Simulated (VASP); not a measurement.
# Hf (P6/mmm) in VASP: further runs

Hf is run at these levels: PBE; tasks: relaxation of cell and atoms.

Everything below comes from runs of VASP 6.6.1. Logs are shortened: lines on timing, memory, paths and dates and some standing lists are left out, and cuts for length are marked.

## Step 1: The cell of the first run

The structure is hexagonal, space group P6/mmm (No. 191). Conventional cell: a = 3.014 Å, b = 3.014 Å, c = 3.026 Å, α = 90.00°, β = 90.00°, γ = 120.00°. Hf (site symmetry 6/mmm) has 8 Hf at 3.01 to 3.03 Å within 4.0 Å.

This isn't the form of Hf at room conditions, which is hcp.

## Step 2: Relaxation of cell and atoms, PBE, target pressure -1.7 GPa, at which the enthalpy is minimised

File INCAR:

```
SYSTEM = Hf
PREC = Accurate
ENCUT = 600
EDIFF = 1E-6
ISMEAR = -1
SIGMA = 0.1
LREAL = .FALSE.
LASPH = .TRUE.
NELM = 80
ALGO = Normal
ISIF = 3
LWAVE = .FALSE.
LCHARG = .FALSE.
GGA = PE
IBRION = 2
NSW = 32
EDIFFG = -0.005
PSTRESS = -17.0
```

File KPOINTS:

```
Automatic mesh
0
G
  14 14 13
  0 0 0
```

File POSCAR:

```
Hf
1.0
    3.0135888746      0.0000000000      0.0000000000
   -1.5067944373      2.6098445219      0.0000000000
    0.0000000000      0.0000000000      3.0263767659
Hf
1
Direct
    0.0000000000      0.0000000000      0.0000000000
```

Potentials or basis: VASP PAW PBE potentials, release 64 (Hf_pv).

Run with:

```bash
$ cat potpaw_PBE.64/Hf_pv/POTCAR > POTCAR
$ mpirun -np 1 vasp_std > vasp.out
```

OUTCAR:

```text
SYSTEM = Hf
   PREC = Accurate
   ENCUT = 600
   EDIFF = 1E-6
   ISMEAR = -1
   LREAL = .FALSE.
   LASPH = .TRUE.
   NELM = 80
   ISIF = 3
   GGA = PE
   IBRION = 2
   NSW = 32
   EDIFFG = -0.005
   PSTRESS = -17.0

 ion  position               nearest neighbor table
   1  0.000  0.000  0.000-

  LATTYP: Found a hexagonal cell.
 ALAT       =     3.0135888746
 C/A-ratio  =     1.0042434094

  Lattice vectors:

 A1 = (   3.0135888746,   0.0000000000,   0.0000000000)
 A2 = (  -1.5067944373,   2.6098445219,   0.0000000000)
 A3 = (   0.0000000000,   0.0000000000,   3.0263767659)

Analysis of symmetry for initial positions (statically):
=====================================================================
 Subroutine PRICEL returns:
 Original cell was already a primitive cell.

 Routine SETGRP: Setting up the symmetry group for a
 hexagonal supercell.

 Subroutine GETGRP returns: Found 24 space group operations
 (whereof 24 operations were pure point group operations)
 out of a pool of 24 trial point group operations.

The static configuration has the point symmetry D_6h.

Analysis of symmetry for dynamics (positions and initial velocities):
=====================================================================
 Subroutine PRICEL returns:
 Original cell was already a primitive cell.

 Routine SETGRP: Setting up the symmetry group for a
 hexagonal supercell.

 Subroutine GETGRP returns: Found 24 space group operations
 (whereof 24 operations were pure point group operations)
 out of a pool of 24 trial point group operations.

The dynamic configuration has the point symmetry D_6h.

 Subroutine INISYM returns: Found 24 space group operations
 (whereof 24 operations are pure point group operations),
 and found     1 'primitive' translations

----------------------------------------------------------------------------------------

                                     Primitive cell

  volume of cell :      23.8024

  direct lattice vectors                    reciprocal lattice vectors
     3.013588875  0.000000000  0.000000000     0.331830267  0.191582294  0.000000000
    -1.506794437  2.609844522  0.000000000     0.000000000  0.383164588  0.000000000
     0.000000000  0.000000000  3.026376766     0.000000000  0.000000000  0.330428125

  length of vectors
     3.013588875  3.013588875  3.026376766     0.383164588  0.383164588  0.330428125

[... 85 lines left out ...]
   ISYM   =      2    0-nonsym 1-usesym 2-fastsym
   POTIM  = 0.5000    time-step for ionic-motion
   TEBEG  =    0.0;   TEEND  =   0.0 temperature during run
   PSTRESS=  -17.0 pullay stress
   NELECT =      10.0000    total number of electrons
   NUPDOWN=      -1.0000    fix difference up-down
   EMIN   =  10.00;   EMAX   =-10.00  energy-range for DOS
   EFERMI =   0.00;   METHOD = LEGACY
   ISMEAR =    -1;   SIGMA  =   0.10  broadening in eV -4-tet -1-fermi 0-gaus
   EFERMI_NEDOS =   21; number of points for ismear=-14 and -15
   IALGO  =     38    algorithm
   IMIX   =      4    mixing-type and parameters
     AMIX     =   0.40;   BMIX     =  1.00
     AMIX_MAG =   1.60;   BMIX_MAG =  1.00
  volume/ion in A,a.u.               =      23.80       160.63
  Fermi-wavevector in a.u.,A,eV,Ry     =   1.226124  2.317038 20.454717  1.503379
  Thomas-Fermi vector in A             =   2.361136
   LORBIT       =      0    0 simple, 1 ext, 2 COOP (PROOUT), +10 PAW based schemes
   GGA     = PE    functional components
   LHFCALC =     F    Hartree Fock is set to
   AEXX    =    0.0000 exact exchange contribution
   IVDW    =     0    specifies the selected vdW correction
   LEPSILON=     F    determine dielectric tensor
   LRPA    =     F    only Hartree local field effects (RPA)
 conjugate gradient relaxation of ions
 non-spin polarized calculation
  energy-cutoff  :      600.00
  volume of cell :       23.80
 maximum number of plane-waves:       817
   NGX = 13   NGY = 13   NGZ = 13

--------------------------------------- Ionic step        1  -------------------------------------------

 number of electron      10.0000000 magnetization

 Free energy of the ion-electron system (eV)
  ---------------------------------------------------
  ext. energy  EPLUGINS =         0.00000000
  ---------------------------------------------------
  free energy    TOTEN  =        -9.46045766 eV

  energy without entropy =       -9.43710300  energy(sigma->0) =       -9.44878033

------------------------ aborting loop because EDIFF is reached ----------------------------------------

  FORCE on cell =-STRESS in cart. coord.  units (eV):
  Direction    XX          YY          ZZ          XY          YZ          ZX
  --------------------------------------------------------------------------------------
  -------------------------------------------------------------------------------------
  Total       -0.3115082     -0.3115082     -0.2933216      0.0000000     -0.0000000      0.0000000
  in kB      -20.9680714    -20.9680714    -19.7439031      0.0000000     -0.0000000      0.0000000
  external PRESSURE =      -3.5600153 kB  Pullay stress =     -17.0000000 kB
[... 246 lines left out ...]
--------------------------------------- Ionic step        8  -------------------------------------------

 number of electron       9.9999999 magnetization

 Free energy of the ion-electron system (eV)
  ---------------------------------------------------
  ext. energy  EPLUGINS =         0.00000000
  ---------------------------------------------------
  free energy    TOTEN  =        -9.46164661 eV

  energy without entropy =       -9.43857720  energy(sigma->0) =       -9.45011191

 E-fermi :   4.1401     XC(G=0): -10.9674

 val. band max:        4.1003933154   @ k =   0.1429   0.1429   0.0000
 cond. band min:       4.1414567355   @ k =   0.1429   0.1429   0.0769
 fundamental gap:      0.0410634201
 Fermi energy:         4.1401229154

 k-point     1 :       0.0000    0.0000    0.0000
  band No.  band energies     occupation
      1     -25.9877      2.00000
      2     -25.7470      2.00000
      3     -25.7470      2.00000
      4      -2.5906      2.00000
      5       2.6655      2.00000
      6       5.8633      0.00000
      7       5.8633      0.00000
      8      10.6467      0.00000
      9      10.6467      0.00000
[... 265 lines left out ...]
 k-point    24 :       0.3571    0.2857    0.0000
  band No.  band energies     occupation
      1     -26.5098      2.00000
      2     -26.3605      2.00000
      3     -25.8539      2.00000
      4       3.0422      1.99997
      5       3.6561      1.98432
      6       3.9103      1.81745
      7       7.4343      0.00000
      8       8.0096      0.00000
      9      11.4365      0.00000

 [... further k-points ...]
[... 5 lines left out ...]
  --------------------------------------------------------------------------------------
  -------------------------------------------------------------------------------------
  Total       -0.2523776     -0.2523776     -0.2496995      0.0000000     -0.0000000      0.0000000
  in kB      -17.0607979    -17.0607979    -16.8797567      0.0000000     -0.0000000      0.0000000
  external PRESSURE =      -0.0004509 kB  Pullay stress =     -17.0000000 kB
[... 20 lines left out ...]
  energy  without entropy=       -9.4385772034  energy(sigma->0) =       -9.45011191

  enthalpy is  TOTEN    =        -9.7131248628 eV   P V=       -0.2514782548

 reached required accuracy - stopping structural energy minimisation
```

OSZICAR:

```text
N       E                     dE             d eps       ncg     rms          rms(c)
DAV:   1     0.885849688050E+01    0.88585E+01   -0.64863E+03  3032   0.115E+03
DAV:   2    -0.945689371870E+01   -0.18315E+02   -0.17859E+02  4503   0.140E+02
[... 46 lines left out ...]
   7 F= -.97131242E+01 E0= -.97016198E+01  d E =-.109245E-03
       N       E                     dE             d eps       ncg     rms          rms(c)
DAV:   1    -0.946166755973E+01   -0.12549E-03   -0.63310E-04  3024   0.215E-01    0.327E-02
DAV:   2    -0.946165100309E+01    0.16557E-04   -0.27977E-05  3117   0.385E-02    0.110E-02
DAV:   3    -0.946164653526E+01    0.44678E-05   -0.14312E-05  3186   0.252E-02    0.111E-02
DAV:   4    -0.946164660793E+01   -0.72675E-07   -0.25194E-07  1537   0.480E-03
   8 F= -.97131249E+01 E0= -.97015902E+01  d E =-.628406E-06
```

CONTCAR:

```text
Hf
   1.00000000000000
     3.0092560320794113    0.0000000000000000    0.0000000000000000
    -1.5046280160397056    2.6060921702088660    0.0000000000000000
    -0.0000000000000000   -0.0000000000000000    3.0221303175890393
  Hf
     1
Direct
     0.0000000000000000    1.0000000000000000    0.0000000000000000

  0.00000000E+00  0.00000000E+00  0.00000000E+00
```

Wall time 2.7 min (1 thread of Intel Xeon 8259CL, shared host); peak memory 0.15 GiB.

What came out:

* Free energy: -9.4616 eV
* Relaxed volume: 23.70 Å³/atom
* Relaxed cell: a = 3.009 Å, b = 3.009 Å, c = 3.022 Å, α = 90.00°, β = 90.00°, γ = 120.00°
* Space group after relaxing (to 0.1 Å): P6/mmm (No. 191)
* Energy change on relaxing (the run minimises the enthalpy): -1.2 meV/atom
* Ionic steps: 8
* Pressure after relaxing: -1.7 GPa
* Band gap on the k mesh: zero (bands 5 and 6 overlap by 0.60 eV)

Step by step:
```tsv
step	energy change (eV)	largest force (eV/Å)	pressure (GPa)	volume (Å³)
1	0.0000	0.0000	-2.06	23.80
2	-0.0020	0.0000	-1.39	23.62
3	-0.0011	0.0000	-1.70	23.71
4	-0.0011	0.0000	-1.68	23.71
5	-0.0006	0.0000	-1.87	23.76
6	-0.0010	0.0000	-1.74	23.71
7	-0.0011	0.0000	-1.77	23.71
8	-0.0012	0.0000	-1.70	23.70
```

Final structure:
```
Hf
1.0
     3.00926    0.00000    0.00000
    -1.50463    2.60609    0.00000
     0.00000    0.00000    3.02213
Hf
1
Direct
  0.00000 0.00000 0.00000
```

Levels at points of the mesh, in eV from the Fermi level:
```csv
k point,band 1,band 2,band 3,band 4,band 5,band 6,band 7,band 8,band 9
"(0.00, 0.00, 0.00)",-30.13,-29.89,-29.89,-6.73,-1.47,1.72,1.72,6.51,6.51
"(0.50, 0.00, 0.00)",-30.87,-30.12,-30.01,-3.22,-0.61,0.86,2.50,5.64,7.43
```

Caveat: the cell is relaxed towards a set pressure, so the run minimises the enthalpy, not the energy; spin-orbit coupling is left out, which moves the levels of the heavy elements.

## Step 3: Relaxation of cell and atoms, PBE, target pressure -1.7 GPa, at which the enthalpy is minimised

This run uses another cell than the first one, of 23.92 Å³/atom.

File INCAR:

```
  ALGO = Normal
  EDIFF = 1E-7
  EDIFFG = -0.005
  ENCUT = 600
  GGA = PE
  IBRION = 2
  ISIF = 3
  ISMEAR = -1
  LASPH = True
  LCHARG = False
  LREAL = False
  LWAVE = False
  NELM = 60
  NSW = 60
  PREC = Accurate
  PSTRESS = -17.0
  SIGMA = 0.1
```

File KPOINTS:

```
k-points
0
Gamma
  14 14 13
```

File POSCAR:

```
Hf
1.0
    3.0858469552      0.0000000000      0.0000000000
   -1.5429234776      2.6724218554      0.0000000000
    0.0000000000      0.0000000000      2.9006961379
Hf
1
Direct
    0.0000000000      0.0000000000      0.0000000000
```

Potentials or basis: VASP PAW PBE potentials, release 64 (Hf_pv).

Run with:

```bash
$ cat potpaw_PBE.64/Hf_pv/POTCAR > POTCAR
$ mpirun -np 1 vasp_std > vasp.out
```

Run time: 4.5 min. Hardware: 1 thread of Intel Xeon 8259CL, shared host; peak memory 0.16 GiB.

The run converged. Its results:

- Free energy: -9.4616 eV
- Relaxed volume: 23.71 Å³/atom
- Relaxed cell: a = 3.010 Å, b = 3.010 Å, c = 3.023 Å, α = 90.00°, β = 90.00°, γ = 120.00°
- Space group after relaxing (to 0.1 Å): P6/mmm (No. 191)
- Energy change on relaxing (the run minimises the enthalpy): -41.6 meV/atom
- Ionic steps: 7
- Pressure after relaxing: -1.7 GPa
- Band gap on the k mesh: zero (bands 5 and 6 overlap by 0.60 eV)

Step by step:
| step | energy change (eV) | largest force (eV/Å) | pressure (GPa) | volume (Å³) |
| --- | --- | --- | --- | --- |
| 1 | 0.0000 | 0.0000 | -2.71 | 23.92 |
| 2 | -0.0432 | 0.0000 | -0.32 | 23.36 |
| 3 | -0.0436 | 0.0000 | -0.78 | 23.44 |
| 4 | -0.0395 | 0.0000 | -2.26 | 23.87 |
| 5 | -0.0417 | 0.0000 | -1.68 | 23.70 |
| 6 | -0.0416 | 0.0000 | -1.70 | 23.71 |
| 7 | -0.0416 | 0.0000 | -1.72 | 23.71 |

Final structure:
```yaml
crystal:
  lattice:
    - [3.00964, 0.00000, 0.00000]
    - [-1.50482, 2.60642, 0.00000]
    - [0.00000, 0.00000, 3.02256]
  atoms:
    - { symbol: Hf, position: [0.00000, 0.00000, 0.00000] }
```

Levels at points of the mesh, in eV from the Fermi level:
| k point | band 1 | band 2 | band 3 | band 4 | band 5 | band 6 | band 7 | band 8 | band 9 |
| --- | --- | --- | --- | --- | --- | --- | --- | --- | --- |
| (0.00, 0.00, 0.00) | -30.13 | -29.89 | -29.89 | -6.73 | -1.47 | 1.72 | 1.72 | 6.50 | 6.50 |
| (0.50, 0.00, 0.00) | -30.87 | -30.12 | -30.01 | -3.22 | -0.61 | 0.86 | 2.50 | 5.64 | 7.43 |

Caveat: the cell is relaxed towards a set pressure, so the run minimises the enthalpy, not the energy; spin-orbit coupling is left out, which moves the levels of the heavy elements.
